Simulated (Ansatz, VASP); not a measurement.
Two plane-wave programs on BeTe2

File INCAR:

```
SYSTEM = BeTe2
  ALGO = Normal
  EDIFF = 1E-7
  ENCUT = 520
  GGA = PE
  ISIF = 2
  ISMEAR = 0
  LASPH = .True.
  LCHARG = .True.
  LELF = .True.
  LREAL = .False.
  LVHAR = .True.
  LWAVE = .False.
  NBANDS = 23
  NELM = 80
  PREC = Accurate
  SIGMA = 0.1
```

Contents of KPOINTS:

```
k-points
0
Gamma
  6 6 6
  0 0 0
```

POSCAR

```
BeTe2
1.0
   -2.4797794243      2.4797794243      6.2331892847
    2.4797794243     -2.4797794243      6.2331892847
    2.4797794243      2.4797794243     -6.2331892847
Be Te
2 4
Direct
    0.0000000000      0.0000000000      0.0000000000
    0.7500000000      0.2500000000      0.5000000000
    0.2066000000      0.2066000000      0.0000000000
    0.9566000000      0.4566000000      0.5000000000
    0.5434000000      0.0434000000      0.5000000000
    0.7934000000      0.7934000000      0.0000000000
```

Input for Ansatz:

```yaml
crystal:
  lattice:
    - [-2.4797794243, 2.4797794243, 6.2331892847]
    - [2.4797794243, -2.4797794243, 6.2331892847]
    - [2.4797794243, 2.4797794243, -6.2331892847]
  atoms:
    - { symbol: Be, position: [0.0, 0.0, 0.0] }
    - { symbol: Be, position: [0.75, 0.25, 0.5] }
    - { symbol: Te, position: [0.2066, 0.2066, 0.0] }
    - { symbol: Te, position: [0.9566, 0.4566, 0.5] }
    - { symbol: Te, position: [0.5434, 0.0434, 0.5] }
    - { symbol: Te, position: [0.7934, 0.7934, 0.0] }
basis:
  ecutwfc: 420
kpoints:
  mp_grid: { grid: [6, 6, 6] }
hamiltonian:
  xc: pbe
scf:
  occupations: { method: gaussian, width: 0.1 }
  lower_state_search: "off"
output:
  forces: true
  stress: true
  eigenvalues: true
```

Alike in both runs: task single point; functional PBE; k mesh 6 × 6 × 6; occupations gaussian, width 0.1 eV; no spin polarisation.

|  | VASP | Ansatz |
| --- | --- | --- |
| version | VASP 6.6.1 | Ansatz 0.2.0 |
| potentials or method | VASP PAW PBE potentials, release 64 (Be, Te), cutoff 520 eV | scalar-relativistic, plane waves, PAW |
| valence electrons in the cell | 28 | 68 |

|  | VASP | Ansatz | Ansatz less VASP |
| --- | --- | --- | --- |
| gap on the k mesh at the Fermi level (eV) | none | none | - |
| pressure (GPa) | 2.9 | 2.9 | -0.03 |
| traceless stress, the component that is largest in VASP (GPa) | -2.14 | -2.12 | +0.011 |
| rms of the force components (eV/Å) | 0.099 | 0.100 | +0.0004 |

Atom by atom the forces differ by 0.000 eV/Å (rms over components). A gap of «none» marks a metal or a gap that the smearing closes. VASP's potentials hold 28 valence electrons a cell and Ansatz's 68, so a difference there can come from the potentials and not from the codes.

Neither program's run includes spin-orbit coupling.
